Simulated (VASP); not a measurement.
# Cd (P6_3/mmc) in VASP: a series of runs

Runs on Cd. Level: LDA. Tasks: single point, relaxation of cell and atoms.

All numbers are computed with VASP 6.6.1; they aren't measurements. Logs are shortened: lines on timing, memory, paths and dates and some standing lists are left out, and cuts for length are marked.

## (1) The cell of the first run

The structure is hexagonal, space group P6_3/mmc (No. 194). The conventional cell has a = 2.896 Å, b = 2.896 Å, c = 5.539 Å, α = 90.00°, β = 90.00°, γ = 120.00°. Within 3.8 Å of Cd (site symmetry -6m2) lie 12 Cd at 2.90 to 3.24 Å.

## (2) Single point, LDA

File INCAR:

```
SYSTEM = Cd
ALGO = Fast
EDIFF = 1E-6
ENCUT = 520
ISIF = 2
ISMEAR = 0
LASPH = .TRUE.
LCHARG = .FALSE.
LREAL = .FALSE.
LWAVE = .FALSE.
NBANDS = 19
NELM = 60
PREC = Accurate
SIGMA = 0.1
```

File KPOINTS:

```
k-points
0
G
  18 18 8
  0 0 0
```

File POSCAR:

```
Cd
1.0
    2.8955146210      0.0000000000      0.0000000000
   -1.4477573105      2.5075892188      0.0000000000
    0.0000000000      0.0000000000      5.5393408156
Cd
2
Direct
    0.3333333333      0.6666666667      0.2500000000
    0.6666666667      0.3333333333      0.7500000000
```

Potentials or basis: VASP PAW LDA potentials, release 64 (Cd).

Started as:

```sh
cat potpaw_LDA.64/Cd/POTCAR > POTCAR
mpirun -np 1 vasp_std > vasp.out
```

OUTCAR:

```text
SYSTEM = Cd
   EDIFF = 1E-6
   ENCUT = 520
   ISIF = 2
   ISMEAR = 0
   LASPH = .TRUE.
   LREAL = .FALSE.
   NELM = 60
   PREC = Accurate

 ion  position               nearest neighbor table
   1  0.333  0.667  0.250-   2 3.24   2 3.24   2 3.24   2 3.24   2 3.24   2 3.24
   2  0.667  0.333  0.750-   1 3.24   1 3.24   1 3.24   1 3.24   1 3.24   1 3.24

  LATTYP: Found a hexagonal cell.
 ALAT       =     2.8955146210
 C/A-ratio  =     1.9130764443

  Lattice vectors:

 A1 = (   2.8955146210,   0.0000000000,   0.0000000000)
 A2 = (  -1.4477573105,   2.5075892188,   0.0000000000)
 A3 = (   0.0000000000,   0.0000000000,   5.5393408156)

Analysis of symmetry for initial positions (statically):
=====================================================================
 Subroutine PRICEL returns:
 Original cell was already a primitive cell.

 Routine SETGRP: Setting up the symmetry group for a
 hexagonal supercell.

 Subroutine GETGRP returns: Found 24 space group operations
 (whereof 12 operations were pure point group operations)
 out of a pool of 24 trial point group operations.

The static configuration has the point symmetry D_3d.
 The point group associated with its full space group is D_6h.

Analysis of symmetry for dynamics (positions and initial velocities):
=====================================================================
 Subroutine PRICEL returns:
 Original cell was already a primitive cell.

 Routine SETGRP: Setting up the symmetry group for a
 hexagonal supercell.

 Subroutine GETGRP returns: Found 24 space group operations
 (whereof 12 operations were pure point group operations)
 out of a pool of 24 trial point group operations.

The dynamic configuration has the point symmetry D_3d.
 The point group associated with its full space group is D_6h.

 Subroutine INISYM returns: Found 24 space group operations
 (whereof 12 operations are pure point group operations),
 and found     1 'primitive' translations

----------------------------------------------------------------------------------------

                                     Primitive cell

  volume of cell :      40.2198

  direct lattice vectors                    reciprocal lattice vectors
     2.895514621  0.000000000  0.000000000     0.345361751  0.199394700  0.000000000
    -1.447757310  2.507589219  0.000000000     0.000000000  0.398789400  0.000000000
     0.000000000  0.000000000  5.539340816     0.000000000  0.000000000  0.180526895

  length of vectors
     2.895514621  2.895514621  5.539340816     0.398789400  0.398789400  0.180526895

  position of ions in fractional coordinates (direct lattice)
     0.333333333  0.666666667  0.250000000
     0.666666667  0.333333333  0.750000000

  ion indices of the primitive-cell ions
   primitive index   ion index
                 1           1
                 2           2

----------------------------------------------------------------------------------------

 KPOINTS: k-points

Automatic generation of k-mesh.
 Grid dimensions read from file:
 generate k-points for:   18   18    8

 Generating k-lattice:

  Cartesian coordinates                     Fractional coordinates (reciprocal lattice)
     0.019186764  0.011077483  0.000000000     0.055555556  0.000000000  0.000000000
     0.000000000  0.022154967  0.000000000     0.000000000  0.055555556  0.000000000
     0.000000000  0.000000000  0.022565862     0.000000000  0.000000000  0.125000000

  Length of vectors
     0.022154967  0.022154967  0.022565862

  Shift w.r.t. Gamma in fractional coordinates (k-lattice)
     0.000000000  0.000000000  0.000000000

 Subroutine IBZKPT returns following result:
 ===========================================

 Found    185 irreducible k-points:

 Following reciprocal coordinates:
            Coordinates               Weight
  0.000000  0.000000  0.000000      1.000000
  0.055556  0.000000  0.000000      6.000000
  0.111111  0.000000  0.000000      6.000000
  0.166667  0.000000  0.000000      6.000000
  0.222222 -0.000000  0.000000      6.000000
  0.277778  0.000000  0.000000      6.000000
[... 16 lines left out ...]
  0.333333  0.111111  0.000000     12.000000
  0.388889  0.111111  0.000000     12.000000
 [... further k-points ...]
   k-points           NKPTS =    185   k-points in BZ     NKDIM =    185   number of bands    NBANDS=     19
   number of dos      NEDOS =    301   number of ions     NIONS =      2
   total plane-waves  NPLWV =  24192
   dimension x,y,z NGX =    24 NGY =   24 NGZ =   42
   dimension x,y,z NGXF=    48 NGYF=   48 NGZF=   84
   ions per type =               2
   NGX,Y,Z   is equivalent  to a cutoff of  13.78, 13.78, 12.60 a.u.
   NGXF,Y,Z  is equivalent  to a cutoff of  27.56, 27.56, 25.21 a.u.
 SYSTEM =  Cd
   PREC   = accura    normal or accurate (medium, high low for compatibility)
   ISTART =      0    job   : 0-new  1-cont  2-samecut
   ICHARG =      2    charge: 1-file 2-atom 10-const
   ISPIN  =      1    spin polarized calculation?
   LNONCOLLINEAR =      F non collinear calculations
   LSORBIT =      F    spin-orbit coupling
   LASPH  =      T    aspherical Exc in radial PAW
   ENCUT  =  520.0 eV  38.22 Ry    6.18 a.u.   5.38  5.38 10.30*2*pi/ulx,y,z
   NELM   =     60;   NELMIN=  2; NELMDL= -5     # of ELM steps
   EDIFF  = 0.1E-05   stopping-criterion for ELM
   LREAL  =      F    real-space projection
   EDIFFG = 0.1E-04   stopping-criterion for IOM
   NSW    =      0    number of steps for IOM
   IBRION =     -1    ionic relax: 0-MD 1-quasi-New 2-CG
   NFREE  =      0    steps in history (QN), initial steepest desc. (CG)
   ISIF   =      2    stress and relaxation
   ISYM   =      2    0-nonsym 1-usesym 2-fastsym
   POTIM  = 0.5000    time-step for ionic-motion
   TEBEG  =    0.0;   TEEND  =   0.0 temperature during run
   PSTRESS=    0.0 pullay stress
   NELECT =      24.0000    total number of electrons
   NUPDOWN=      -1.0000    fix difference up-down
   EMIN   =  10.00;   EMAX   =-10.00  energy-range for DOS
   EFERMI =   0.00;   METHOD = LEGACY
   ISMEAR =     0;   SIGMA  =   0.10  broadening in eV -4-tet -1-fermi 0-gaus
   EFERMI_NEDOS =   21; number of points for ismear=-14 and -15
   IALGO  =     68    algorithm
   IMIX   =      4    mixing-type and parameters
     AMIX     =   0.40;   BMIX     =  1.00
     AMIX_MAG =   1.60;   BMIX_MAG =  1.00
  volume/ion in A,a.u.               =      20.11       135.71
  Fermi-wavevector in a.u.,A,eV,Ry     =   1.378262  2.604538 25.845716  1.899607
  Thomas-Fermi vector in A             =   2.503340
   LORBIT       =      0    0 simple, 1 ext, 2 COOP (PROOUT), +10 PAW based schemes
   GGA     = CA    functional components
   LHFCALC =     F    Hartree Fock is set to
   AEXX    =    0.0000 exact exchange contribution
   IVDW    =     0    specifies the selected vdW correction
   LEPSILON=     F    determine dielectric tensor
   LRPA    =     F    only Hartree local field effects (RPA)
 non-spin polarized calculation
 RMM-DIIS sequential band-by-band and
 Gauss-broadening in eV      SIGMA  =   0.10
  energy-cutoff  :      520.00
  volume of cell :       40.22
 maximum number of plane-waves:      1112
 NGX is ok and might be reduce to    24
   NGX = 11   NGY = 11   NGZ = 21

 number of electron      24.0000014 magnetization

 Free energy of the ion-electron system (eV)
  ---------------------------------------------------
  ext. energy  EPLUGINS =         0.00000000
  ---------------------------------------------------
  free energy    TOTEN  =        -3.04283226 eV

  energy without entropy =       -3.04095594  energy(sigma->0) =       -3.04189410

 E-fermi :   3.3433     XC(G=0): -11.7467

 val. band max:        3.3226071703   @ k =   0.2222   0.0556   0.1250
 cond. band min:       3.3625299587   @ k =   0.3333   0.2778   0.5000
 fundamental gap:      0.0399227884
 Fermi energy:         3.3432981890

 k-point     1 :       0.0000    0.0000    0.0000
  band No.  band energies     occupation
      1      -6.9473      2.00000
      2      -6.6844      2.00000
      3      -6.1541      2.00000
      4      -6.1541      2.00000
      5      -6.0973      2.00000
      6      -6.0973      2.00000
[... 11 lines left out ...]
     18      19.0827      0.00000
     19      19.5601      0.00000

 k-point     2 :       0.0556    0.0000    0.0000
  band No.  band energies     occupation
      1      -6.9070      2.00000
      2      -6.6320      2.00000
      3      -6.1733      2.00000
      4      -6.1199      2.00000
      5      -6.1141      2.00000
      6      -6.0642      2.00000
[... 11 lines left out ...]
     18      18.5785      0.00000
     19      19.9560      0.00000

 k-point     3 :       0.1111    0.0000    0.0000
  band No.  band energies     occupation
      1      -6.8024      2.00000
      2      -6.5184      2.00000
      3      -6.2181      2.00000
      4      -6.1439      2.00000
      5      -6.0204      2.00000
      6      -5.9680      2.00000
[... 11 lines left out ...]
     18      18.4962      0.00000
     19      19.8760      0.00000

 k-point     4 :       0.1667    0.0000    0.0000
  band No.  band energies     occupation
      1      -6.7039      2.00000
      2      -6.4332      2.00000
      3      -6.2796      2.00000
      4      -6.1060      2.00000
      5      -5.8647      2.00000
      6      -5.8175      2.00000
[... 11 lines left out ...]
     18      17.9125      0.00000
     19      17.9235      0.00000

 k-point     5 :       0.2222   -0.0000    0.0000
  band No.  band energies     occupation
      1      -6.7169      2.00000
      2      -6.4695      2.00000
      3      -6.2149      2.00000
      4      -6.0039      2.00000
      5      -5.9760      2.00000
      6      -5.7021      2.00000
[... 11 lines left out ...]
     18      16.4734      0.00000
     19      17.4832      0.00000

 k-point     6 :       0.2778    0.0000    0.0000
  band No.  band energies     occupation
      1      -6.8081      2.00000
      2      -6.5850      2.00000
      3      -6.2174      2.00000
      4      -6.0657      2.00000
      5      -5.8278      2.00000
      6      -5.7889      2.00000
[... 11 lines left out ...]
     18      16.8192      0.00000
     19      17.2554      0.00000

 k-point     7 :       0.3333    0.0000    0.0000
  band No.  band energies     occupation
      1      -6.9141      2.00000
      2      -6.7003      2.00000
      3      -6.4001      2.00000
      4      -5.9386      2.00000
      5      -5.9337      2.00000
      6      -5.7566      2.00000
[... 11 lines left out ...]
     18      17.0925      0.00000
     19      17.7830      0.00000

 k-point     8 :       0.3889   -0.0000    0.0000
  band No.  band energies     occupation
      1      -7.0051      2.00000
      2      -6.7945      2.00000
      3      -6.5376      2.00000
      4      -6.0259      2.00000
      5      -5.8312      2.00000
      6      -5.7967      2.00000
[... 256 lines left out ...]
 k-point    20 :       0.1667    0.1111    0.0000
  band No.  band energies     occupation
      1      -6.5648      2.00000
      2      -6.3748      2.00000
      3      -6.2861      2.00000
      4      -6.0804      2.00000
      5      -6.0330      2.00000
      6      -5.8532      2.00000
[... 11 lines left out ...]
     18      16.5632      0.00000
     19      17.0649      0.00000

 k-point    21 :       0.2222    0.1111    0.0000
  band No.  band energies     occupation
      1      -6.6623      2.00000
      2      -6.4495      2.00000
      3      -6.2263      2.00000
      4      -6.1489      2.00000
      5      -5.9333      2.00000
      6      -5.9038      2.00000
[... 11 lines left out ...]
     18      16.3201      0.00000
     19      16.4814      0.00000

 k-point    22 :       0.2778    0.1111    0.0000
  band No.  band energies     occupation
      1      -6.7697      2.00000
      2      -6.5550      2.00000
      3      -6.3901      2.00000
      4      -5.9992      2.00000
      5      -5.9815      2.00000
      6      -5.7494      2.00000
[... 11 lines left out ...]
     18      15.6672      0.00000
     19      16.1004      0.00000

 k-point    23 :       0.3333    0.1111    0.0000
  band No.  band energies     occupation
      1      -6.8592      2.00000
      2      -6.6426      2.00000
      3      -6.5130      2.00000
      4      -6.0466      2.00000
      5      -5.8513      2.00000
      6      -5.8223      2.00000
[... 11 lines left out ...]
     18      15.1554      0.00000
     19      15.7650      0.00000

 k-point    24 :       0.3889    0.1111    0.0000
  band No.  band energies     occupation
      1      -6.9178      2.00000
      2      -6.6997      2.00000
      3      -6.5887      2.00000
      4      -6.0741      2.00000
      5      -5.8726      2.00000
      6      -5.7704      2.00000
[... 11 lines left out ...]
     18      14.8292      0.00000
     19      15.5572      0.00000

 [... further k-points ...]
[... 5 lines left out ...]
  --------------------------------------------------------------------------------------
  -------------------------------------------------------------------------------------
  Total        0.2326339      0.2326339      0.0959272      0.0000000      0.0000000     -0.0000000
  in kB        9.2670883      9.2670883      3.8213075      0.0000000      0.0000000     -0.0000000
  external PRESSURE =       7.4518280 kB  Pullay stress =       0.0000000 kB

 VOLUME and BASIS-vectors are now :
 -----------------------------------------------------------------------------
  energy-cutoff  :      520.00
  volume of cell :       40.22
      direct lattice vectors                 reciprocal lattice vectors
     2.895514621  0.000000000  0.000000000     0.345361751  0.199394700  0.000000000
    -1.447757310  2.507589219  0.000000000     0.000000000  0.398789400  0.000000000
     0.000000000  0.000000000  5.539340816     0.000000000  0.000000000  0.180526895

 POSITION                                       TOTAL-FORCE (eV/Angst)
 -----------------------------------------------------------------------------------
     -0.00000      1.67173      1.38484         0.000000     -0.000000     -0.000000
      1.44776      0.83586      4.15451        -0.000000      0.000000      0.000000
 -----------------------------------------------------------------------------------
    total drift:                               -0.000000      0.000000      0.000000

  FREE ENERGIE OF THE ION-ELECTRON SYSTEM (eV)
  ---------------------------------------------------
  free  energy   TOTEN  =        -3.0428322555 eV

  energy  without entropy=       -3.0409559418  energy(sigma->0) =       -3.04189410
```

Wall time 2.3 min (1 thread of Intel Xeon 8259CL, shared host); peak memory 0.23 GiB.

What came out:

```
Free energy            : -3.0428 eV
Pressure               : 0.7 GPa
Band gap on the k mesh : zero (band 12 reaches 4.95 eV, above the bottom of band 13 at 0.10 eV)
```

[end of part 1 of 2]
